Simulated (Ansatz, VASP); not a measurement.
## CuRu2 in VASP and in Ansatz

```
Cu Ru
1.0
     0.00000    2.80210    2.80210
     2.80210    0.00000    2.80210
     2.80210    2.80210    0.00000
Cu Ru
1 2
Direct
  0.00000 0.00000 0.00000
  0.25000 0.25000 0.25000
  0.75000 0.75000 0.75000
```

Alike in both runs: functional r2SCAN; k mesh 6 × 6 × 6; occupations gaussian, width 0.1 eV; no spin polarisation.

Ansatz relaxed the structure, and its values are those at the end. VASP's run is a single point on that final structure, the one shown.

|  | VASP | Ansatz |
| --- | --- | --- |
| version | VASP 6.6.1 | Ansatz 0.2.0 |
| potentials or method | VASP PAW PBE potentials, release 64 (Cu, Ru_pv), cutoff 520 eV | scalar-relativistic, plane waves, PAW |
| valence electrons in the cell | 39 | 51 |

VASP gave:

```
gap on the k mesh at the Fermi level (eV) : none
pressure (GPa)                            : 0.8
```

Problem. What did Ansatz give for the same quantities?

Solution. gap on the k mesh at the Fermi level (eV): none; pressure (GPa): 0.1.

VASP's potentials were made for PBE, not for r2SCAN. A gap of «none» marks a metal or a gap that the smearing closes. VASP's potentials hold 39 valence electrons a cell and Ansatz's 51, so a difference there can come from the potentials and not from the codes.
